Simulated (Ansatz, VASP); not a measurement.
## Co: VASP beside Ansatz

```
Co
1.0
     3.94336    0.00000    0.00000
    -1.97168    3.41505    0.00000
     0.00000    0.00000    2.40648
Co
3
Direct
  0.00000 0.00000 0.00000
  0.33333 0.66667 0.50000
  0.66667 0.33333 0.50000
```

Alike in both runs: functional r2SCAN; k mesh 6 × 6 × 6; occupations gaussian, width 0.1 eV; collinear spin.

Ansatz relaxed the structure, and its values are those at the end. VASP's run is a single point on that final structure, the one shown.

|  | VASP | Ansatz |
| --- | --- | --- |
| version | VASP 6.6.1 | Ansatz 0.2.0 |
| potentials or method | VASP PAW PBE potentials, release 64 (Co_sv), cutoff 660 eV | scalar-relativistic, plane waves, PAW |
| valence electrons in the cell | 51 | 51 |

VASP gave:

* gap on the k mesh at the Fermi level (eV): none
* pressure (GPa): -2.5
* net moment per atom (μB): 1.79
* size of the moment on the site where the two differ most (μB): 1.95

Problem. Estimate Ansatz's values.

Solution. gap on the k mesh at the Fermi level (eV): none; pressure (GPa): 0.0; net moment per atom (μB): 1.79; size of the moment on the site where the two differ most (μB): 1.96.

VASP's potentials were made for PBE, not for r2SCAN. Site moments also hang on the region over which each program counts them. A gap of «none» marks a metal or a gap that the smearing closes. With one functional, cell and mesh, what is left measures potentials, basis and numerics.

The k mesh is coarse, so the values compare programs but aren't converged.
